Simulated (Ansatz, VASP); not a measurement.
## Two plane-wave programs on GaN

The input INCAR:

```
SYSTEM = GaN
ALGO = Normal
EDIFF = 1E-6
ENCUT = 520
GGA = PS
ISIF = 2
ISMEAR = 0
LASPH = .TRUE.
LCHARG = .TRUE.
LELF = .TRUE.
LREAL = .FALSE.
LVHAR = .TRUE.
LWAVE = .FALSE.
NBANDS = 16
NELM = 100
PREC = Accurate
SIGMA = 0.01
```

KPOINTS

```
k-points
0
G
  6 6 6
  0 0 0
```

File POSCAR:

```
GaN
1.0
    0.0000000000      2.2489525415      2.2489525415
    2.2489525415      0.0000000000      2.2489525415
    2.2489525415      2.2489525415      0.0000000000
Ga N
1 1
Direct
    0.0000000000      0.0000000000      0.0000000000
    0.2500000000      0.2500000000      0.2500000000
```

Input for Ansatz:

```yaml
crystal:
  lattice:
    - [0.0, 2.2489525415, 2.2489525415]
    - [2.2489525415, 0.0, 2.2489525415]
    - [2.2489525415, 2.2489525415, 0.0]
  atoms:
    - { symbol: Ga, position: [0.0, 0.0, 0.0] }
    - { symbol: "N", position: [0.25, 0.25, 0.25] }
kpoints:
  mp_grid: { grid: [6, 6, 6] }
hamiltonian:
  xc: pbesol
scf:
  occupations: { method: fixed }
  n_extra_bands: 4
output:
  forces: true
  stress: true
  eigenvalues: true
accuracy: low
```

Alike in both runs: task single point; functional PBEsol; k mesh 6 × 6 × 6; no spin polarisation.

|  | VASP | Ansatz |
| --- | --- | --- |
| version | VASP 6.6.1 | Ansatz 0.2.0 |
| potentials or method | VASP PAW PBE potentials, release 64 (Ga_d, N) | plane waves |
| plane-wave cutoff (eV) | 520 | 420 |
| occupations | gaussian, width 0.01 eV | fixed |
| valence electrons in the cell | 18 | 18 |

VASP gave:

| Item | Value |
| --- | --- |
| gap on the k mesh at the Fermi level (eV) | 1.72 |
| pressure (GPa) | -0.2 |

Problem. What did Ansatz give for the same quantities?

Solution. gap on the k mesh at the Fermi level (eV): 1.70; pressure (GPa): 0.0.

VASP's potentials were made for PBE, not for PBEsol.
